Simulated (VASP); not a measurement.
A run of VASP 6.6.1:

The input POSCAR:

```
Sn
1.0
    0.0000000000      3.2333428000      3.2333428000
    3.2333428000      0.0000000000      3.2333428000
    3.2333428000      3.2333428000      0.0000000000
Sn
2
Direct
    0.7500000000      0.7500000000      0.7500000000
    0.5000000000      0.5000000000      0.5000000000
```

File INCAR.step1:

```
SYSTEM = Sn
PREC = Accurate ; ENCUT = 520
EDIFF = 1E-6 ; ISMEAR = -1
SIGMA = 0.05 ; LREAL = .False.
LASPH = .True. ; NELM = 60
ALGO = Normal ; ISIF = 2
LWAVE = .False. ; LCHARG = .True.
GGA = PS ; NBANDS = 21
```

The input KPOINTS.step1:

```
regular mesh
0
Gamma
  4 4 4
  0 0 0
```

Contents of INCAR.step2:

```
SYSTEM = Sn
PREC = Accurate ; ENCUT = 520
EDIFF = 1E-6 ; ISMEAR = -5
SIGMA = 0.05 ; LREAL = .False.
LASPH = .True. ; NELM = 60
ALGO = Normal ; ISIF = 2
LWAVE = .False. ; LCHARG = .False.
GGA = PS ; LORBIT = 10
NBANDS = 21 ; NEDOS = 1001
ICHARG = 11
```

The input KPOINTS.step2:

```
regular mesh
0
Gamma
  6 6 6
  0 0 0
```

Potentials or basis: VASP PAW PBE potentials, release 64 (Sn_d).

Launch:

```sh
$ cat potpaw_PBE.64/Sn_d/POTCAR > POTCAR
$ cp INCAR.step1 INCAR
$ cp KPOINTS.step1 KPOINTS
$ mpirun -np 1 vasp_std > vasp.out
$ cp INCAR.step2 INCAR
$ cp KPOINTS.step2 KPOINTS
$ mpirun -np 1 vasp_std > vasp.out
```

Hardware: 1 thread of Intel Xeon 8259CL, with other jobs on the host.

Task: How long does it take, and how much memory?

Result: Wall time 53 s on 1 thread of Intel Xeon 8259CL, with other jobs on the host, peak memory 0.2 GiB. Counts: k points 16.
